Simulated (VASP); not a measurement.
Here is a VASP 6.6.1 calculation.

File INCAR:

```
ALGO     = Normal         # electronic algorithm
EDIFF    = 1E-6           # SCF threshold, eV
ENCUT    = 520            # plane-wave cutoff, eV
GGA      = PS             # functional
ISIF     = 2              # what is computed and relaxed
ISMEAR   = -1             # smearing method
LASPH    = True           # aspherical terms in the spheres
LCHARG   = False          # write CHGCAR
LREAL    = False          # projectors in reciprocal space
LWAVE    = False          # write WAVECAR
NBANDS   = 16             # bands
NELM     = 60             # most SCF steps
PREC     = Accurate       # precision mode
SIGMA    = 0.15           # smearing width, eV
```

Contents of KPOINTS:

```
k-points
0
Gamma
  18 18 6
```

Contents of POSCAR:

```
C
1.0
    1.2296607748     -2.1295112521      0.0000000000
    1.2296607748      2.1295112521      0.0000000000
    0.0000000000      0.0000000000      7.5331315789
C
4
Direct
    0.0833275321      0.9166724679      0.7500000000
    0.5833275321      0.4166724679      0.2500000000
    0.9166724679      0.0833275321      0.2500000000
    0.4166724679      0.5833275321      0.7500000000
```

Potentials or basis: VASP PAW PBE potentials, release 64 (C).

Launch:

```sh
$ cat potpaw_PBE.64/C/POTCAR > POTCAR
$ mpirun -np 1 vasp_std > vasp.out
```

Question: Predict the pressure.

Answer: 0.5 GPa.

Question: Estimate the band gap on the k mesh.

Answer: Zero (filled and empty bands touch).

Stress tensor (GPa, compression positive):
```
 0.83  0.00  0.00
 0.00  0.83  0.00
 0.00  0.00 -0.17
```

Caveat: this functional lacks dispersion, which binds layers or chains, so the pressure and a relaxed spacing across them are unreliable; the PAW data sets were made with another functional, which shifts forces and pressure a little.
